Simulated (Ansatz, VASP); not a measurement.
Two plane-wave programs on LaTlS3

```
CELL_PARAMETERS angstrom
4.03948 0.00000 0.00000
2.01974 -6.50221 0.00000
0.00000 0.00000 -9.79450
ATOMIC_POSITIONS crystal
Tl 0.00000 0.00000 0.00000
Tl 0.00000 0.00000 0.50000
S 0.35850 0.28300 0.93890
S 0.64150 0.71700 0.43890
S 0.64150 0.71700 0.06110
S 0.35850 0.28300 0.56110
S 0.08350 0.83300 0.75000
S 0.91650 0.16700 0.25000
La 0.74651 0.50698 0.75000
La 0.25349 0.49302 0.25000
```

Alike in both runs: task single point; functional PBE; k mesh 7 × 7 × 3; no spin polarisation.

```csv
,VASP,Ansatz
version,VASP 6.6.1,Ansatz 0.2.0
potentials or method,"VASP PAW PBE potentials, release 64 (Tl_d, S, La), cutoff 520 eV",PAW plane waves
occupations,"methfessel-paxton of order 1, width 0.0215 eV","cold, width 0.0215 eV"
valence electrons in the cell,84,84
```

```csv
,VASP,Ansatz,Ansatz less VASP
pressure (GPa),-3.1,-3.0,+0.09
"traceless stress, the component that is largest in VASP (GPa)",-1.39,-1.40,-0.005
rms of the force components (eV/Å),0.231,0.229,-0.0019
```

Atom by atom the forces differ by 0.003 eV/Å (rms over components).

Spin-orbit coupling is off throughout.
